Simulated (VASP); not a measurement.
**Hg: relaxation of cell and atoms with revPBE**

The system is Hg.

```
CELL_PARAMETERS angstrom
0.00000 3.14637 3.14637
3.14637 0.00000 3.14637
3.14637 3.14637 0.00000
ATOMIC_POSITIONS crystal
Hg 0.12500 0.12500 0.12500
Hg 0.87500 0.87500 0.87500
```

- Program: VASP 6.6.1
- Task: relaxation of cell and atoms
- Functional: revPBE
- Potentials or basis: VASP PAW PBE potentials, release 64 (Hg_sv_GW)
- Cutoff: 550 eV
- k mesh: 9 × 9 × 9
- Occupations: fermi-dirac, width 0.1 eV
- Spin: no spin polarisation
- Dipole correction: no
- Further INCAR settings: ALGO = Normal; EDIFF = 1e-07; IBRION = 2; EDIFFG = -0.01; NSW = 80; ISIF = 3

```
Relaxed volume                        : 43.57 Å³/atom
Relaxed cell                          : a = 4.976 Å, b = 4.976 Å, c = 4.976 Å, α = 60.00°, β = 60.00°, γ = 60.00°
Space group after relaxing (to 0.1 Å) : Fd-3m (No. 227)
Energy gained by relaxing             : 226.1 meV/atom
Ionic steps                           : 4
Pressure after relaxing               : 0.0 GPa
Band gap on the k mesh                : zero (bands 20 and 21 overlap by 1.39 eV)
```

The path:
```
step  energy change (eV)  largest force (eV/Å)  pressure (GPa)  volume (Å³)
   1              0.0000                0.0000            9.09        62.30
   2             -0.4371                0.0000            0.82        79.63
   3             -0.4464                0.0000            0.43        82.08
   4             -0.4523                0.0000           -0.02        87.15
```

Final structure:
```yaml
crystal:
  lattice:
    - [0.00000, 3.51890, 3.51890]
    - [3.51890, 0.00000, 3.51890]
    - [3.51890, 3.51890, 0.00000]
  atoms:
    - { symbol: Hg, position: [0.12500, 0.12500, 0.12500] }
    - { symbol: Hg, position: [0.87500, 0.87500, 0.87500] }
```

Levels at points of the mesh, in eV from the Fermi level:
| k point | band 18 | band 19 | band 20 | band 21 | band 22 | band 23 |
| --- | --- | --- | --- | --- | --- | --- |
| (0.00, 0.00, 0.00) | -6.49 | -6.49 | 1.37 | 4.01 | 4.01 | 4.01 |

Wall time 3.7 min on 1 thread of AMD EPYC 7R43 64-Core Processor (Zen 3) (shared host), peak memory 0.21 GiB.

Caveat: the volume moved by over 15 % at a fixed basis, so the end points are rough; the PAW data sets were made with another functional, which shifts forces and pressure a little; spin-orbit coupling is left out, which moves the levels of the heavy elements.
